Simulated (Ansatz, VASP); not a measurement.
Two plane-wave programs on TiCo

```
CELL_PARAMETERS angstrom
2.98611 0.00000 0.00000
0.00000 2.98611 0.00000
0.00000 0.00000 2.98611
ATOMIC_POSITIONS crystal
Ti 0.00000 0.00000 0.00000
Co 0.50000 0.50000 0.50000
```

Alike in both runs: task relaxation of cell and atoms; functional PBEsol; k mesh 6 × 6 × 6; occupations gaussian, width 0.1 eV; collinear spin.

|  | VASP | Ansatz |
| --- | --- | --- |
| version | VASP 6.6.1 | Ansatz 0.2.0 |
| potentials or method | VASP PAW PBE potentials, release 64 (Ti_sv, Co_sv), cutoff 600 eV | scalar-relativistic, plane waves, PAW |
| valence electrons in the cell | 29 | 29 |

Ansatz gave:

| Quantity | Value |
| --- | --- |
| gap on the k mesh at the Fermi level, each at its own relaxed structure (eV) | none |
| net moment per atom (μB) | 0.09 |
| size of the moment on the site where the two differ most (μB) | 0.25 |
| relaxed volume (Å³/atom) | 12.63 |
| relaxed cell length with the largest relative difference (Å) | 2.934 |

Question: What did VASP give for the same quantities?

Answer: gap on the k mesh at the Fermi level, each at its own relaxed structure (eV): none; net moment per atom (μB): 0.00; size of the moment on the site where the two differ most (μB): 0.00; relaxed volume (Å³/atom): 12.57; relaxed cell length with the largest relative difference (Å): 2.929.

VASP's potentials were made for PBE, not for PBEsol. Site moments also hang on the region over which each program counts them. A gap of «none» marks a metal or a gap that the smearing closes.
